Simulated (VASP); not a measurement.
Here is a VASP 6.6.1 calculation.

POSCAR

```
ZnSe
1.0
    0.0000000000      2.8324246733      2.8324246733
    2.8324246733      0.0000000000      2.8324246733
    2.8324246733      2.8324246733      0.0000000000
Zn Se
1 1
Direct
    0.0000000000      0.0000000000      0.0000000000
    0.2500000000      0.2500000000      0.2500000000
```

The input INCAR.step1:

```
PREC = Accurate
ENCUT = 500
EDIFF = 1E-8
ISMEAR = 0
SIGMA = 0.01
LREAL = F
LASPH = T
NELM = 80
ALGO = Normal
LWAVE = T
LCHARG = F
GGA = PE
```

Contents of INCAR.step2:

```
PREC = Accurate
ENCUT = 500
EDIFF = 1E-8
ISMEAR = 0
SIGMA = 0.01
LREAL = F
LASPH = T
NELM = 1
ALGO = Exact
LWAVE = T
LCHARG = F
GGA = PE
NBANDS = 82
LOPTICS = T
ISTART = 1
```

File INCAR.step3:

```
PREC = Accurate
ENCUT = 500
EDIFF = 1E-8
ISMEAR = 0
SIGMA = 0.01
LREAL = F
LASPH = T
ALGO = EVGW0
LWAVE = F
LCHARG = F
GGA = PE
NELMGW = 1
NBANDS = 82
ENCUTGW = 80.0
NOMEGA = 96
PRECFOCK = Fast
ISTART = 1
NBANDSGW = 17
OMEGAMAX = 20
```

KPOINTS

```
regular mesh
0
Gamma
  8 8 8
```

Potentials or basis: VASP PAW PBE potentials, release 64 (Zn_GW, Se_GW).

The run is started by

```console
$ cat potpaw_PBE.64/Zn_GW/POTCAR potpaw_PBE.64/Se_GW/POTCAR > POTCAR
$ cp INCAR.step1 INCAR
$ mpirun -np 1 vasp_std > vasp.out
$ cp INCAR.step2 INCAR
$ mpirun -np 1 vasp_std > vasp.out
$ cp INCAR.step3 INCAR
$ mpirun -np 1 vasp_std > vasp.out
```

Question: What does it give for the quasiparticle gap?

Answer: 2.47 eV.

Question: Predict the least direct quasiparticle gap.

Answer: 2.47 eV.

Question: Estimate the band gap of the starting levels on the mesh.

Answer: 1.28 eV.

Question: Estimate the least direct gap of the starting levels on the mesh.

Answer: 1.28 eV.

Caveat: bands, screening cutoff and mesh are small and nothing is extrapolated, so the quasiparticle values aren't converged.
